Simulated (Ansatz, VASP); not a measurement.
**ZnS in VASP and in Ansatz**

The input INCAR:

```
PREC = Accurate
ENCUT = 520
EDIFF = 1E-7
ISMEAR = 0
SIGMA = 0.01
LREAL = F
LASPH = T
NELM = 60
ALGO = Normal
ISIF = 2
LWAVE = F
LCHARG = F
GGA = PE
NBANDS = 46
```

KPOINTS

```
regular mesh
0
Gamma
  6 6 2
```

POSCAR

```
ZnS
1.0
    3.8227000000      0.0000000000      0.0000000000
   -1.9113500000      3.3105550000      0.0000000000
    0.0000000000      0.0000000000     12.5200000000
Zn S
4 4
Direct
    0.0000000000      0.0000000000      0.0000000000
    0.0000000000      0.0000000000      0.5000000000
    0.3333333333      0.6666666667      0.2500000000
    0.6666666667      0.3333333333      0.7500000000
    0.0000000000      0.0000000000      0.1875000000
    0.0000000000      0.0000000000      0.6875000000
    0.3333333333      0.6666666667      0.4375000000
    0.6666666667      0.3333333333      0.9375000000
```

Input for Ansatz:

```yaml
crystal:
  lattice:
    - [3.8227, 0.0, 0.0]
    - [-1.91135, 3.310555, 0.0]
    - [0.0, 0.0, 12.52]
  atoms:
    - { symbol: Zn, position: [0.0, 0.0, 0.0] }
    - { symbol: Zn, position: [0.0, 0.0, 0.5] }
    - { symbol: Zn, position: [0.3333333333333333, 0.6666666666666666, 0.25] }
    - { symbol: Zn, position: [0.6666666666666666, 0.3333333333333333, 0.7500000000000001] }
    - { symbol: S, position: [0.0, 0.0, 0.18750000000000003] }
    - { symbol: S, position: [0.0, 0.0, 0.6875] }
    - { symbol: S, position: [0.3333333333333333, 0.6666666666666666, 0.4375] }
    - { symbol: S, position: [0.6666666666666666, 0.3333333333333333, 0.9375] }
basis:
  ecutwfc: 462.593566181796
kpoints:
  mp_grid:
    grid: [6, 6, 2]
  band_path:
    path:
      - [0.0, 0.0, 0.0]
      - [-0.00365040960574433, 0.001825204802872165, 0.0]
      - [0.00365040960574433, -0.001825204802872165, 0.0]
      - [0.0, -0.0031613471557655373, 0.0]
      - [0.0, 0.0031613471557655373, 0.0]
      - [0.0, 0.0, -0.011955719325063176]
      - [0.0, 0.0, 0.011955719325063176]
      - [0.00365040960574433, 0.0013361423528933723, 0.0]
      - [0.00365040960574433, -0.004986551958637703, 0.0]
      - [-0.00365040960574433, 0.004986551958637703, 0.0]
      - [-0.00365040960574433, -0.0013361423528933723, 0.0]
      - [0.00365040960574433, -0.001825204802872165, 0.011955719325063176]
      - [0.00365040960574433, -0.001825204802872165, -0.011955719325063176]
      - [-0.00365040960574433, 0.001825204802872165, 0.011955719325063176]
      - [-0.00365040960574433, 0.001825204802872165, -0.011955719325063176]
      - [0.0, 0.0031613471557655373, 0.011955719325063176]
      - [0.0, 0.0031613471557655373, -0.011955719325063176]
      - [0.0, -0.0031613471557655373, 0.011955719325063176]
      - [0.0, -0.0031613471557655373, -0.011955719325063176]
    npoints: 1
hamiltonian:
  xc: pbe
  pseudopotentials:
    kind: paw
scf:
  occupations:
    method: fixed
```

Alike in both runs: task single point; functional PBE; k mesh 6 × 6 × 2; no spin polarisation.

|  | VASP | Ansatz |
| --- | --- | --- |
| version | VASP 6.6.1 | Ansatz 0.2.0 |
| potentials or method | VASP PAW PBE potentials, release 64 (Zn, S), cutoff 520 eV | plane waves, PAW |
| occupations | gaussian, width 0.01 eV | fixed |
| valence electrons in the cell | 72 | 72 |

```tsv
	VASP	Ansatz	Ansatz less VASP
gap on the k mesh at the Fermi level (eV)	2.13	2.13	-0.004
```
